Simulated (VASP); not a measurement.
# HPt12 in VASP: further runs

HPt12 is run at these levels: PBE; tasks: single point.

All numbers are computed with VASP 6.6.1; they aren't measurements. Logs are shortened: lines on timing, memory, paths and dates and some standing lists are left out, and cuts for length are marked.

### 1 The cell of the first run

The cell holds a slab with vacuum, 13 atoms: a = 5.614 Å, b = 5.614 Å, c = 20.119 Å, α = 90.00°, β = 90.00°, γ = 120.00°.

### 2 Single point, PBE

Input file INCAR:

```
SYSTEM = HPt12
PREC = Accurate
ENCUT = 520
EDIFF = 1E-7
ISMEAR = 0
SIGMA = 0.1
LREAL = .FALSE.
LASPH = .TRUE.
NELM = 100
ALGO = Normal
ISIF = 2
LWAVE = .FALSE.
LCHARG = .FALSE.
LDIPOL = .TRUE.
IDIPOL = 3
DIPOL = 0.5 0.5 0.327
GGA = PE
NBANDS = 72
```

Input file KPOINTS:

```
Automatic mesh
0
G
  6 6 1
  0 0 0
```

Input file POSCAR:

```
HPt12
1.0
    5.6143281343      0.0000000000      0.0000000000
   -2.8071640672      4.8621507895      0.0000000000
    0.0000000000      0.0000000000     20.1192653717
Pt H
12 1
Direct
    0.3333333333      0.1666666667      0.1988144162
    0.3333333333      0.6666666666      0.1988144162
    0.8333333333      0.1666666667      0.1988144162
    0.8333333333      0.6666666667      0.1988144162
    0.1666666667      0.3333333334      0.3136150014
    0.1666666667      0.8333333334      0.3136150014
    0.6666666667      0.3333333333      0.3136150014
    0.6666666667      0.8333333333      0.3136150014
    0.0000000000      0.0000000000      0.4284085533
    0.0000000000      0.5000000000      0.4284085533
    0.5000000000      0.0000000000      0.4284085533
    0.5000000000      0.5000000000      0.4284085533
    0.0000000000      0.2500000000      0.4817712519
```

Potentials or basis: VASP PAW PBE potentials, release 64 (Pt, H).

Run with:

```
cat potpaw_PBE.64/Pt/POTCAR potpaw_PBE.64/H/POTCAR > POTCAR
mpirun -np 1 vasp_std > vasp.out
```

OUTCAR:

```text
SYSTEM = HPt12
   PREC = Accurate
   ENCUT = 520
   EDIFF = 1E-7
   ISMEAR = 0
   LREAL = .FALSE.
   LASPH = .TRUE.
   NELM = 100
   ISIF = 2
   GGA = PE

 ion  position               nearest neighbor table
   1  0.333  0.167  0.199-   2 2.81   4 2.81   4 2.81   3 2.81   3 2.81   2 2.81   6 2.82   5 2.82
                             7 2.82
   2  0.333  0.667  0.199-   1 2.81   3 2.81   4 2.81   3 2.81   4 2.81   1 2.81   5 2.82   8 2.82
                             6 2.82
   3  0.833  0.167  0.199-   2 2.81   1 2.81   1 2.81   4 2.81   4 2.81   2 2.81   7 2.82   5 2.82
                             8 2.82
   4  0.833  0.667  0.199-   2 2.81   1 2.81   1 2.81   3 2.81   3 2.81   2 2.81   8 2.82   6 2.82
                             7 2.82
   5  0.167  0.333  0.314-   8 2.81   7 2.81   6 2.81   6 2.81   8 2.81   7 2.81  12 2.82  10 2.82
                             9 2.82   2 2.82   1 2.82   3 2.82
   6  0.167  0.833  0.314-   7 2.81   8 2.81   5 2.81   5 2.81   7 2.81   8 2.81  11 2.82   9 2.82
                            10 2.82   1 2.82   4 2.82   2 2.82
   7  0.667  0.333  0.314-   6 2.81   5 2.81   8 2.81   8 2.81   6 2.81   5 2.81  10 2.82  11 2.82
                            12 2.82   3 2.82   1 2.82   4 2.82
   8  0.667  0.833  0.314-   5 2.81   6 2.81   7 2.81   7 2.81   5 2.81   6 2.81   9 2.82  12 2.82
                            11 2.82   4 2.82   2 2.82   3 2.82
   9  0.000  0.000  0.428-  13 1.77  12 2.81  12 2.81  11 2.81  11 2.81  10 2.81  10 2.81   8 2.82
                             6 2.82   5 2.82
  10  0.000  0.500  0.428-  13 1.77  11 2.81  11 2.81  12 2.81  12 2.81   9 2.81   9 2.81   7 2.82
                             5 2.82   6 2.82
  11  0.500  0.000  0.428-  10 2.81  10 2.81   9 2.81   9 2.81  12 2.81  12 2.81   6 2.82   7 2.82
                             8 2.82
  12  0.500  0.500  0.428-   9 2.81   9 2.81  10 2.81  10 2.81  11 2.81  11 2.81   5 2.82   8 2.82
                             7 2.82
  13  0.000  0.250  0.482-   9 1.77  10 1.77

  LATTYP: Found a hexagonal cell.
 ALAT       =     5.6143281343
 C/A-ratio  =     3.5835570865

  Lattice vectors:

 A1 = (   5.6143281343,   0.0000000000,   0.0000000000)
 A2 = (  -2.8071640672,   4.8621507895,   0.0000000000)
 A3 = (   0.0000000000,   0.0000000000,  20.1192653717)

Analysis of symmetry for initial positions (statically):
=====================================================================
 Subroutine PRICEL returns:
 Original cell was already a primitive cell.

 Routine SETGRP: Setting up the symmetry group for a
 hexagonal supercell.

 Subroutine GETGRP returns: Found  2 space group operations
 (whereof  1 operations were pure point group operations)
 out of a pool of 24 trial point group operations.

The static configuration has the point symmetry C_1 .
 The point group associated with its full space group is C_1h.

Analysis of symmetry for dynamics (positions and initial velocities):
=====================================================================
 Subroutine PRICEL returns:
 Original cell was already a primitive cell.

 Routine SETGRP: Setting up the symmetry group for a
 hexagonal supercell.

 Subroutine GETGRP returns: Found  2 space group operations
 (whereof  1 operations were pure point group operations)
 out of a pool of 24 trial point group operations.

The dynamic configuration has the point symmetry C_1 .
 The point group associated with its full space group is C_1h.

 Subroutine INISYM returns: Found  2 space group operations
 (whereof  1 operations are pure point group operations),
 and found     1 'primitive' translations

----------------------------------------------------------------------------------------

                                     Primitive cell

  volume of cell :     549.2099

  direct lattice vectors                    reciprocal lattice vectors
     5.614328134  0.000000000  0.000000000     0.178115703  0.102835149  0.000000000
    -2.807164067  4.862150790  0.000000000     0.000000000  0.205670298  0.000000000
     0.000000000  0.000000000 20.119265372     0.000000000  0.000000000  0.049703604

  length of vectors
     5.614328134  5.614328134 20.119265372     0.205670298  0.205670298  0.049703604

  position of ions in fractional coordinates (direct lattice)
     0.333333333  0.166666667  0.198814416
     0.333333333  0.666666667  0.198814416
     0.833333333  0.166666667  0.198814416
     0.833333333  0.666666667  0.198814416
     0.166666667  0.333333333  0.313615001
     0.166666667  0.833333333  0.313615001
     0.666666667  0.333333333  0.313615001
[... 40 lines left out ...]

  Shift w.r.t. Gamma in fractional coordinates (k-lattice)
     0.000000000  0.000000000  0.000000000

 Subroutine IBZKPT returns following result:
 ===========================================

 Found     13 irreducible k-points:

 Following reciprocal coordinates:
            Coordinates               Weight
  0.000000  0.000000  0.000000      1.000000
  0.166667 -0.000000  0.000000      2.000000
  0.000000  0.166667  0.000000      4.000000
  0.333333 -0.000000  0.000000      2.000000
  0.000000  0.333333  0.000000      4.000000
  0.500000  0.000000  0.000000      1.000000
  0.000000  0.500000  0.000000      2.000000
  0.166667  0.166667  0.000000      4.000000
 -0.166667  0.333333  0.000000      2.000000
  0.333333  0.166667  0.000000      4.000000
 -0.166667  0.500000  0.000000      4.000000
  0.500000  0.333333  0.000000      4.000000
  0.333333  0.333333  0.000000      2.000000
   k-points           NKPTS =     13   k-points in BZ     NKDIM =     13   number of bands    NBANDS=     72
   number of dos      NEDOS =    301   number of ions     NIONS =     13
   total plane-waves  NPLWV = 264600
   dimension x,y,z NGX =    42 NGY =   42 NGZ =  150
   dimension x,y,z NGXF=    84 NGYF=   84 NGZF=  300
   ions per type =              12   1
   NGX,Y,Z   is equivalent  to a cutoff of  12.44, 12.44, 12.39 a.u.
   NGXF,Y,Z  is equivalent  to a cutoff of  24.87, 24.87, 24.79 a.u.
 SYSTEM =  HPt12
   PREC   = accura    normal or accurate (medium, high low for compatibility)
   ISTART =      0    job   : 0-new  1-cont  2-samecut
   ICHARG =      2    charge: 1-file 2-atom 10-const
   ISPIN  =      1    spin polarized calculation?
   LNONCOLLINEAR =      F non collinear calculations
   LSORBIT =      F    spin-orbit coupling
   LASPH  =      T    aspherical Exc in radial PAW
   ENCUT  =  520.0 eV  38.22 Ry    6.18 a.u.  10.44 10.44 37.41*2*pi/ulx,y,z
   NELM   =    100;   NELMIN=  2; NELMDL= -5     # of ELM steps
   EDIFF  = 0.1E-06   stopping-criterion for ELM
   LREAL  =      F    real-space projection
   EDIFFG = 0.1E-05   stopping-criterion for IOM
   NSW    =      0    number of steps for IOM
   IBRION =     -1    ionic relax: 0-MD 1-quasi-New 2-CG
   NFREE  =      0    steps in history (QN), initial steepest desc. (CG)
   ISIF   =      2    stress and relaxation
   ISYM   =      2    0-nonsym 1-usesym 2-fastsym
   POTIM  = 0.5000    time-step for ionic-motion
   TEBEG  =    0.0;   TEEND  =   0.0 temperature during run
   PSTRESS=    0.0 pullay stress
   NELECT =     121.0000    total number of electrons
   NUPDOWN=      -1.0000    fix difference up-down
   EMIN   =  10.00;   EMAX   =-10.00  energy-range for DOS
[... 5 lines left out ...]
     AMIX     =   0.40;   BMIX     =  1.00
     AMIX_MAG =   1.60;   BMIX_MAG =  1.00
  volume/ion in A,a.u.               =      42.25       285.10
  Fermi-wavevector in a.u.,A,eV,Ry     =   0.988759  1.868484 13.301663  0.977645
  Thomas-Fermi vector in A             =   2.120309
   LORBIT       =      0    0 simple, 1 ext, 2 COOP (PROOUT), +10 PAW based schemes
   GGA     = PE    functional components
   LHFCALC =     F    Hartree Fock is set to
[... 5 lines left out ...]
 Gauss-broadening in eV      SIGMA  =   0.10
  energy-cutoff  :      520.00
  volume of cell :      549.21
 maximum number of plane-waves:     14831
 NGX is ok and might be reduce to    42
   NGX = 21   NGY = 21   NGZ = 75

 dipolmoment           0.000000      0.000000      0.264095 electrons x Angstroem

 number of electron     120.9999985 magnetization

 dipolmoment           0.000000      0.000000     -0.014928 electrons x Angstroem

 Free energy of the ion-electron system (eV)
  ---------------------------------------------------
  ext. energy  EPLUGINS =         0.00000000
  ---------------------------------------------------
  free energy    TOTEN  =       -71.85662331 eV

  energy without entropy =      -71.70693330  energy(sigma->0) =      -71.78177830

 E-fermi :  -0.2128     XC(G=0):  -5.4648

 val. band max:       -0.2190062812   @ k =   0.0000   0.1667   0.0000
 cond. band min:      -0.2123825536   @ k =   0.1667  -0.0000   0.0000
 fundamental gap:      0.0066237276
 Fermi energy:        -0.2128123360

 k-point     1 :       0.0000    0.0000    0.0000
  band No.  band energies     occupation
      1      -9.1459      2.00000
      2      -7.8849      2.00000
      3      -6.9369      2.00000
      4      -6.5494      2.00000
      5      -6.3886      2.00000
      6      -6.3856      2.00000
[... 964 lines left out ...]
     71       4.7223      0.00000
     72       4.8365      0.00000

------------------------ aborting loop because EDIFF is reached ----------------------------------------

 vacuum level on the upper side and lower side of the slab       (xc-potential included)        -0.121        -0.023

  FORCE on cell =-STRESS in cart. coord.  units (eV):
  Direction    XX          YY          ZZ          XY          YZ          ZX
  --------------------------------------------------------------------------------------
  -------------------------------------------------------------------------------------
  Total      -17.5963222    -17.8509852      0.7936771      0.2205446     -0.0595226     -0.1030966
  in kB      -51.3327054    -52.0756187      2.3153472      0.6433818     -0.1736418     -0.3007577
  external PRESSURE =     -33.6976590 kB  Pullay stress =       0.0000000 kB

 VOLUME and BASIS-vectors are now :
 -----------------------------------------------------------------------------
  energy-cutoff  :      520.00
  volume of cell :      549.21
      direct lattice vectors                 reciprocal lattice vectors
     5.614328134  0.000000000  0.000000000     0.178115703  0.102835149  0.000000000
    -2.807164067  4.862150790  0.000000000     0.000000000  0.205670298  0.000000000
     0.000000000  0.000000000 20.119265372     0.000000000  0.000000000  0.049703604

 POSITION                                       TOTAL-FORCE (eV/Angst)
 -----------------------------------------------------------------------------------
      1.40358      0.81036      4.00000         0.027871     -0.013192     -0.067116
     -0.00000      3.24143      4.00000         0.002511      0.030733     -0.067116
      4.21075      0.81036      4.00000        -0.022393     -0.012929     -0.001309
      2.80716      3.24143      4.00000         0.028717      0.016580      0.070778
     -0.00000      1.62072      6.30970         0.030671      0.017708     -0.203105
     -1.40358      4.05179      6.30970         0.046900      0.027078      0.123414
      2.80716      1.62072      6.30970        -0.072727     -0.001521     -0.099923
      1.40358      4.05179      6.30970        -0.037681     -0.062222     -0.099923
      0.00000      0.00000      8.61927         0.142330     -0.170744      0.274743
     -1.40358      2.43108      8.61927        -0.076704      0.208633      0.274743
      2.80716      0.00000      8.61927        -0.245385     -0.141673     -0.162420
      1.40358      2.43108      8.61927         0.184817      0.106704     -0.059651
     -0.70179      1.21554      9.69288        -0.008927     -0.005154      0.016883
 -----------------------------------------------------------------------------------
    total drift:                                0.000033      0.000019      0.000095

  FREE ENERGIE OF THE ION-ELECTRON SYSTEM (eV)
  ---------------------------------------------------
  free  energy   TOTEN  =       -71.8566233061 eV

  energy  without entropy=      -71.7069332983  energy(sigma->0) =      -71.78177830

 vacuum level on the upper side and lower side of the slab         5.451         5.550
```

It took 17 min on 1 thread of Intel Xeon 6975P-C (Granite Rapids), shared host; peak memory 0.78 GiB.

What came out:

```
Free energy   : -71.8566 eV
Largest force : 0.353 eV/Å
```

Forces on the atoms (eV/Å):
```
Pt   0.028 -0.013 -0.067
Pt   0.003  0.031 -0.067
Pt  -0.022 -0.013 -0.001
Pt   0.029  0.017  0.071
Pt   0.031  0.018 -0.203
Pt   0.047  0.027  0.123
Pt  -0.073 -0.002 -0.100
Pt  -0.038 -0.062 -0.100
Pt   0.142 -0.171  0.275
Pt  -0.077  0.209  0.275
Pt  -0.245 -0.142 -0.162
Pt   0.185  0.107 -0.060
H   -0.009 -0.005  0.017
```

Caveat: spin-orbit coupling is left out, which moves the levels of the heavy elements.

### 3 Single point, PBE

Input file INCAR:

```
SYSTEM = HPt12
PREC     = Accurate       ! precision mode
ENCUT    = 520            ! plane-wave cutoff, eV
EDIFF    = 1E-7           ! SCF threshold, eV
ISMEAR   = 0              ! smearing method
SIGMA    = 0.1            ! smearing width, eV
LREAL    = .FALSE.        ! projectors in reciprocal space
LASPH    = .TRUE.         ! aspherical terms in the spheres
NELM     = 100            ! most SCF steps
ALGO     = Normal         ! electronic algorithm
ISIF     = 2              ! what is computed and relaxed
LWAVE    = .FALSE.        ! write WAVECAR
LCHARG   = .FALSE.        ! write CHGCAR
LDIPOL   = .TRUE.       
IDIPOL   = 3            
DIPOL    = 0.5 0.5 0.328
GGA      = PE             ! functional
NBANDS   = 72             ! bands
```

KPOINTS is that of step 2.

Input file POSCAR:

```
HPt12
1.0
    5.6143281343      0.0000000000      0.0000000000
   -2.8071640672      4.8621507895      0.0000000000
    0.0000000000      0.0000000000     20.1192653717
Pt H
12 1
Direct
    0.3333333334      0.1666666667      0.1988144162
    0.3333333334      0.6666666667      0.1988144162
    0.8333333334      0.1666666667      0.1988144162
    0.8333333334      0.6666666667      0.1988144162
    0.1666666667      0.3333333333      0.3136150014
    0.1666666667      0.8333333333      0.3136150014
    0.6666666667      0.3333333333      0.3136150014
    0.6666666667      0.8333333333      0.3136150014
    0.0000000000      0.0000000000      0.4284085533
    0.0000000000      0.5000000000      0.4284085533
    0.5000000000      0.0000000000      0.4284085533
    0.5000000000      0.5000000000      0.4284085533
    0.0833333334      0.1666666667      0.4962323289
```

Potentials or basis: VASP PAW PBE potentials, release 64 (Pt, H).

Run with:

```
cat potpaw_PBE.64/Pt/POTCAR potpaw_PBE.64/H/POTCAR > POTCAR
mpirun -np 1 vasp_std > vasp.out
```

Run time: 16 min. Hardware: 1 thread of Intel Xeon 6975P-C (Granite Rapids), shared host; peak memory 0.79 GiB.

The run converged. Its results:

```yaml
Free_energy: -71.7968 eV
Largest_force: 0.366 eV/Å
```

Forces in eV/Å, atoms in the order of the input:
```
Pt   0.020 -0.026  0.029
Pt   0.000  0.017 -0.202
Pt  -0.020 -0.026  0.029
Pt   0.000  0.009  0.089
Pt   0.000  0.093 -0.206
Pt   0.078 -0.086  0.018
Pt   0.000  0.012 -0.013
Pt  -0.078 -0.086  0.018
Pt   0.000  0.095  0.354
Pt  -0.078  0.115 -0.009
Pt   0.000 -0.087 -0.150
Pt   0.078  0.115 -0.009
H    0.000 -0.144  0.055
```

Levels at points of the mesh, in eV from the Fermi level:
```csv
k point,band 59,band 60,band 61,band 62,band 63,band 64
"(0.00, 0.00, 0.00)",0.44,0.47,0.53,0.58,0.59,0.59
"(0.50, 0.00, 0.00)",-0.20,-0.12,-0.02,0.04,0.23,0.27
"(0.00, 0.50, 0.00)",-0.30,-0.10,-0.02,0.04,0.26,0.26
```

Caveat: spin-orbit coupling is left out, which moves the levels of the heavy elements.
